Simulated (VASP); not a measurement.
# Si2Ni (km) (Fm-3m) in VASP: single point with PBEsol

Aim: the single point of Si2Ni (km) with PBEsol.

Program: VASP 6.6.1. These are calculated values, not measurements. Logs are shortened: lines on timing, memory, paths and dates and some standing lists are left out, and cuts for length are marked.

### Step 1. The cell of the first run

The structure is cubic, space group Fm-3m (No. 225). Conventional cell: a = 5.391 Å, b = 5.391 Å, c = 5.391 Å, α = 90.00°, β = 90.00°, γ = 90.00°. Si (site symmetry -43m) has 4 Ni at 2.33 Å and 6 Si at 2.70 Å within 3.1 Å. Ni (site symmetry m-3m) has 8 Si at 2.33 Å within 3.1 Å.

### Step 2. Single point, PBEsol

Contents of INCAR:

```
ALGO     = Normal         # electronic algorithm
EDIFF    = 1E-6           # SCF threshold, eV
ENCUT    = 600            # plane-wave cutoff, eV
GGA      = PS             # functional
GGA_COMPAT= False        
ISIF     = 2              # what is computed and relaxed
ISMEAR   = 0              # smearing method
LASPH    = True           # aspherical terms in the spheres
LCHARG   = True           # write CHGCAR
LELF     = True           # ELF
LREAL    = False          # projectors in reciprocal space
LVHAR    = True         
LWAVE    = False          # write WAVECAR
NBANDS   = 16             # bands
NELM     = 120            # most SCF steps
PREC     = Accurate       # precision mode
SIGMA    = 0.1            # smearing width, eV
```

Contents of KPOINTS:

```
k-points
0
Gamma
  6 6 6
```

Contents of POSCAR:

```
Si2Ni
1.0
    0.0000000000      2.6956024121      2.6956024121
    2.6956024121      0.0000000000      2.6956024121
    2.6956024121      2.6956024121      0.0000000000
Si Ni
2 1
Direct
    0.2500000000      0.2500000000      0.2500000000
    0.7500000000      0.7500000000      0.7500000000
    0.0000000000      0.0000000000      0.0000000000
```

Potentials or basis: VASP PAW PBE potentials, release 64 (Si, Ni).

Started as:

```sh
cat potpaw_PBE.64/Si/POTCAR potpaw_PBE.64/Ni/POTCAR > POTCAR
mpirun -np 1 vasp_std > vasp.out
```

OUTCAR:

```text
EDIFF = 1E-6
   ENCUT = 600
   GGA = PS
   ISIF = 2
   ISMEAR = 0
   LASPH = True
   LREAL = False
   NELM = 120
   PREC = Accurate

 ion  position               nearest neighbor table
   1  0.250  0.250  0.250-   3 2.33   3 2.33   3 2.33   3 2.33   2 2.70   2 2.70   2 2.70   2 2.70
                             2 2.70   2 2.70
   2  0.750  0.750  0.750-   3 2.33   3 2.33   3 2.33   3 2.33   1 2.70   1 2.70   1 2.70   1 2.70
                             1 2.70   1 2.70
   3  0.000  0.000  0.000-   1 2.33   2 2.33   2 2.33   2 2.33   2 2.33   1 2.33   1 2.33   1 2.33

  LATTYP: Found a face centered cubic cell.
 ALAT       =     5.3912048242

  Lattice vectors:

 A1 = (   0.0000000000,   2.6956024121,   2.6956024121)
 A2 = (   2.6956024121,   0.0000000000,   2.6956024121)
 A3 = (   2.6956024121,   2.6956024121,   0.0000000000)

Analysis of symmetry for initial positions (statically):
=====================================================================
 Subroutine PRICEL returns:
 Original cell was already a primitive cell.

 Routine SETGRP: Setting up the symmetry group for a
 face centered cubic supercell.

 Subroutine GETGRP returns: Found 48 space group operations
 (whereof 48 operations were pure point group operations)
 out of a pool of 48 trial point group operations.

The static configuration has the point symmetry O_h .

Analysis of symmetry for dynamics (positions and initial velocities):
=====================================================================
 Subroutine PRICEL returns:
 Original cell was already a primitive cell.

 Routine SETGRP: Setting up the symmetry group for a
 face centered cubic supercell.

 Subroutine GETGRP returns: Found 48 space group operations
 (whereof 48 operations were pure point group operations)
 out of a pool of 48 trial point group operations.

The dynamic configuration has the point symmetry O_h .

 Subroutine INISYM returns: Found 48 space group operations
 (whereof 48 operations are pure point group operations),
 and found     1 'primitive' translations

----------------------------------------------------------------------------------------

                                     Primitive cell

  volume of cell :      39.1740

  direct lattice vectors                    reciprocal lattice vectors
     0.000000000  2.695602412  2.695602412    -0.185487295  0.185487295  0.185487295
     2.695602412  0.000000000  2.695602412     0.185487295 -0.185487295  0.185487295
     2.695602412  2.695602412  0.000000000     0.185487295  0.185487295 -0.185487295

  length of vectors
     3.812157490  3.812157490  3.812157490     0.321273419  0.321273419  0.321273419

  position of ions in fractional coordinates (direct lattice)
     0.250000000  0.250000000  0.250000000
     0.750000000  0.750000000  0.750000000
     0.000000000  0.000000000  0.000000000

  ion indices of the primitive-cell ions
   primitive index   ion index
                 1           1
                 2           2
                 3           3

----------------------------------------------------------------------------------------

 KPOINTS: k-points

Automatic generation of k-mesh.
 Grid dimensions read from file:
 generate k-points for:    6    6    6

 Generating k-lattice:

  Cartesian coordinates                     Fractional coordinates (reciprocal lattice)
    -0.030914549  0.030914549  0.030914549     0.166666667  0.000000000  0.000000000
     0.030914549 -0.030914549  0.030914549     0.000000000  0.166666667  0.000000000
     0.030914549  0.030914549 -0.030914549     0.000000000  0.000000000  0.166666667

  Length of vectors
     0.053545570  0.053545570  0.053545570

  Shift w.r.t. Gamma in fractional coordinates (k-lattice)
     0.000000000  0.000000000  0.000000000

 Subroutine IBZKPT returns following result:
 ===========================================

 Found     16 irreducible k-points:

 Following reciprocal coordinates:
            Coordinates               Weight
  0.000000  0.000000  0.000000      1.000000
  0.166667  0.000000  0.000000      8.000000
  0.333333  0.000000  0.000000      8.000000
  0.500000  0.000000  0.000000      4.000000
  0.166667  0.166667  0.000000      6.000000
  0.333333  0.166667  0.000000     24.000000
[... 8 lines left out ...]
 -0.333333  0.333333  0.166667     24.000000
 -0.333333  0.500000  0.166667     12.000000
   k-points           NKPTS =     16   k-points in BZ     NKDIM =     16   number of bands    NBANDS=     16
   number of dos      NEDOS =    301   number of ions     NIONS =      3
   total plane-waves  NPLWV =  27000
   dimension x,y,z NGX =    30 NGY =   30 NGZ =   30
   dimension x,y,z NGXF=    60 NGYF=   60 NGZF=   60
   ions per type =               2   1
   NGX,Y,Z   is equivalent  to a cutoff of  13.08, 13.08, 13.08 a.u.
   NGXF,Y,Z  is equivalent  to a cutoff of  26.17, 26.17, 26.17 a.u.
 SYSTEM =  unknown system
   PREC   = accura    normal or accurate (medium, high low for compatibility)
   ISTART =      0    job   : 0-new  1-cont  2-samecut
   ICHARG =      2    charge: 1-file 2-atom 10-const
   ISPIN  =      1    spin polarized calculation?
   LNONCOLLINEAR =      F non collinear calculations
   LSORBIT =      F    spin-orbit coupling
   LASPH  =      T    aspherical Exc in radial PAW
   ENCUT  =  600.0 eV  44.10 Ry    6.64 a.u.   7.61  7.61  7.61*2*pi/ulx,y,z
   NELM   =    120;   NELMIN=  2; NELMDL= -5     # of ELM steps
   EDIFF  = 0.1E-05   stopping-criterion for ELM
   LREAL  =      F    real-space projection
   EDIFFG = 0.1E-04   stopping-criterion for IOM
   NSW    =      0    number of steps for IOM
   IBRION =     -1    ionic relax: 0-MD 1-quasi-New 2-CG
   NFREE  =      0    steps in history (QN), initial steepest desc. (CG)
   ISIF   =      2    stress and relaxation
   ISYM   =      2    0-nonsym 1-usesym 2-fastsym
   POTIM  = 0.5000    time-step for ionic-motion
   TEBEG  =    0.0;   TEEND  =   0.0 temperature during run
   PSTRESS=    0.0 pullay stress
   NELECT =      18.0000    total number of electrons
   NUPDOWN=      -1.0000    fix difference up-down
   EMIN   =  10.00;   EMAX   =-10.00  energy-range for DOS
   EFERMI =   0.00;   METHOD = LEGACY
   ISMEAR =     0;   SIGMA  =   0.10  broadening in eV -4-tet -1-fermi 0-gaus
   EFERMI_NEDOS =   21; number of points for ismear=-14 and -15
   IALGO  =     38    algorithm
   IMIX   =      4    mixing-type and parameters
     AMIX     =   0.40;   BMIX     =  1.00
     AMIX_MAG =   1.60;   BMIX_MAG =  1.00
  volume/ion in A,a.u.               =      13.06        88.12
  Fermi-wavevector in a.u.,A,eV,Ry     =   1.263281  2.387254 21.713237  1.595878
  Thomas-Fermi vector in A             =   2.396646
   LORBIT       =      0    0 simple, 1 ext, 2 COOP (PROOUT), +10 PAW based schemes
   GGA     = PS    functional components
   LHFCALC =     F    Hartree Fock is set to
   AEXX    =    0.0000 exact exchange contribution
   IVDW    =     0    specifies the selected vdW correction
   LEPSILON=     F    determine dielectric tensor
   LRPA    =     F    only Hartree local field effects (RPA)
 non-spin polarized calculation
 Gauss-broadening in eV      SIGMA  =   0.10
  energy-cutoff  :      600.00
  volume of cell :       39.17
 maximum number of plane-waves:      1316
   NGX = 15   NGY = 15   NGZ = 15

 number of electron      17.9999991 magnetization

 Free energy of the ion-electron system (eV)
  ---------------------------------------------------
  ext. energy  EPLUGINS =         0.00000000
  ---------------------------------------------------
  free energy    TOTEN  =       -18.98020933 eV

  energy without entropy =      -18.97346038  energy(sigma->0) =      -18.97683486

 E-fermi :  10.5438     XC(G=0): -11.7358

 val. band max:       10.5277022062   @ k =   0.1667   0.1667   0.0000
 cond. band min:      10.8339362475   @ k =   0.3333   0.1667   0.0000
 fundamental gap:      0.3062340413
 Fermi energy:        10.5438021855

 k-point     1 :       0.0000    0.0000    0.0000
  band No.  band energies     occupation
      1      -3.4486      2.00000
      2       5.2269      2.00000
      3       5.2269      2.00000
      4       5.2269      2.00000
      5       6.9363      2.00000
      6       6.9363      2.00000
[... 8 lines left out ...]
     15      15.2107      0.00000
     16      15.2107      0.00000

 k-point     2 :       0.1667    0.0000    0.0000
  band No.  band energies     occupation
      1      -3.0353      2.00000
      2       4.4361      2.00000
      3       5.3504      2.00000
      4       5.3504      2.00000
      5       6.8738      2.00000
      6       6.8738      2.00000
[... 8 lines left out ...]
     15      14.8898      0.00000
     16      15.4321      0.00000

 k-point     3 :       0.3333    0.0000    0.0000
  band No.  band energies     occupation
      1      -1.8267      2.00000
      2       2.4520      2.00000
      3       5.5743      2.00000
      4       5.5743      2.00000
      5       6.9118      2.00000
      6       6.9118      2.00000
[... 8 lines left out ...]
     15      17.2439      0.00000
     16      17.9365      0.00000

 k-point     4 :       0.5000    0.0000    0.0000
  band No.  band energies     occupation
      1      -0.1861      2.00000
      2       0.4055      2.00000
      3       5.6475      2.00000
      4       5.6475      2.00000
      5       6.7242      2.00000
      6       7.1214      2.00000
[... 8 lines left out ...]
     15      19.6933      0.00000
     16      20.4896      0.00000
[... 172 lines left out ...]
 k-point    14 :       0.5000    0.3333    0.1667
  band No.  band energies     occupation
      1      -0.7873      2.00000
      2       2.5831      2.00000
      3       4.5991      2.00000
      4       5.2083      2.00000
      5       6.0603      2.00000
      6       6.7811      2.00000
[... 8 lines left out ...]
     15      19.0841      0.00000
     16      19.7712      0.00000

 k-point    15 :      -0.3333    0.3333    0.1667
  band No.  band energies     occupation
      1       0.8305      2.00000
      2       1.1240      2.00000
      3       4.3057      2.00000
      4       4.4388      2.00000
      5       6.3224      2.00000
      6       6.8062      2.00000
[... 8 lines left out ...]
     15      17.8431      0.00000
     16      21.5899      0.00000

 k-point    16 :      -0.3333    0.5000    0.1667
  band No.  band energies     occupation
      1       1.0254      2.00000
      2       2.1804      2.00000
      3       2.8656      2.00000
      4       4.3610      2.00000
      5       6.4979      2.00000
      6       6.8050      2.00000
[... 8 lines left out ...]
     15      20.0571      0.00000
     16      21.3245      0.00000

------------------------ aborting loop because EDIFF is reached ----------------------------------------

  FORCE on cell =-STRESS in cart. coord.  units (eV):
  Direction    XX          YY          ZZ          XY          YZ          ZX
  --------------------------------------------------------------------------------------
  -------------------------------------------------------------------------------------
  Total        0.1377089      0.1377089      0.1377089      0.0000000     -0.0000000      0.0000000
  in kB        5.6321621      5.6321621      5.6321621      0.0000000     -0.0000000      0.0000000
  external PRESSURE =       5.6321621 kB  Pullay stress =       0.0000000 kB

 VOLUME and BASIS-vectors are now :
 -----------------------------------------------------------------------------
  energy-cutoff  :      600.00
  volume of cell :       39.17
      direct lattice vectors                 reciprocal lattice vectors
     0.000000000  2.695602412  2.695602412    -0.185487295  0.185487295  0.185487295
     2.695602412  0.000000000  2.695602412     0.185487295 -0.185487295  0.185487295
     2.695602412  2.695602412  0.000000000     0.185487295  0.185487295 -0.185487295

 POSITION                                       TOTAL-FORCE (eV/Angst)
 -----------------------------------------------------------------------------------
      1.34780      1.34780      1.34780         0.000000     -0.000000      0.000000
      4.04340      4.04340      4.04340        -0.000000      0.000000     -0.000000
      0.00000      0.00000      0.00000        -0.000000     -0.000000      0.000000
 -----------------------------------------------------------------------------------
    total drift:                                0.000000     -0.000000     -0.000000

  FREE ENERGIE OF THE ION-ELECTRON SYSTEM (eV)
  ---------------------------------------------------
  free  energy   TOTEN  =       -18.9802093337 eV

  energy  without entropy=      -18.9734603841  energy(sigma->0) =      -18.97683486
```

Run time: 29 s. Hardware: 1 thread of Intel Xeon 8259CL, shared host; peak memory 0.17 GiB.

Results:

```yaml
Free_energy: -18.9802 eV
Pressure: 0.6 GPa
Band_gap_on_the_k_mesh: zero (band 9 reaches 12.22 eV, above the bottom of band 10 at 10.10 eV)
```

Caveat: the PAW data sets were made with another functional, which shifts forces and pressure a little.
